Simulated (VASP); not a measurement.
Write the native input for VASP 6.6.1 that does the following.

| Property | Result |
| --- | --- |
| Task | single point |
| Functional | PBE |
| Dispersion | D3(BJ) |
| Potentials or basis | VASP PAW PBE potentials, release 64 (Pb_d, O) |
| Cutoff | 600 eV |
| k mesh | 8 × 8 × 6 |
| Occupations | gaussian, width 0.02 eV |
| Spin | no spin polarisation |
| Dipole correction | no |
| Further INCAR settings | ALGO = Normal; EDIFF = 1e-06; NBANDS = 28 |

The structure of PbO lies in POSCAR:

```
PbO
1.0
    3.9129310290      0.0000000000      0.0000000000
    0.0000000000      4.1540355498      0.0000000000
    0.0000000000      0.0000000000      4.9953915129
Pb O
2 2
Direct
    0.0000000000      0.5000000000      0.2374073354
    0.5000000000      0.0000000000      0.7625926646
    0.0000000000      0.0000000000      0.0133156876
    0.5000000000      0.5000000000     -0.0133156876
```

This cell differs from its parent crystal: uniaxial strain along a: -3.0 %, then relaxed in part.

These files were run (other wordings do the same):

INCAR

```
SYSTEM = PbO
PREC = Accurate
ENCUT = 600
EDIFF = 1E-6
ISMEAR = 0
SIGMA = 0.02
LREAL = .FALSE.
LASPH = .TRUE.
NELM = 120
ALGO = Normal
ISIF = 2
LWAVE = .FALSE.
LCHARG = .FALSE.
GGA = PE
IVDW = 12
NBANDS = 28
GGA_COMPAT = .FALSE.
```

KPOINTS

```
regular mesh
0
G
  8 8 6
  0 0 0
```

Potentials or basis: VASP PAW PBE potentials, release 64 (Pb_d, O).

Run with:

```bash
$ cat potpaw_PBE.64/Pb_d/POTCAR potpaw_PBE.64/O/POTCAR > POTCAR
$ mpirun -np 1 vasp_std > vasp.out
```

Results of the run:

```json
{
  "Pressure": "0.1 GPa",
  "Largest force": "0.036 eV/Å",
  "Band gap on the k mesh": "1.26 eV (least direct gap 2.19 eV)",
  "Dispersion energy per atom": "-0.234 eV"
}
```

Caveat: the cell differs from its parent crystal (uniaxial strain along a: -3.0 %, then relaxed in part); spin-orbit coupling is left out, which moves the levels of the heavy elements.

Run time: 4.9 min on 1 thread of Oxide Virtual Turin-like Processor, with other jobs on the host, peak memory 0.34 GiB.
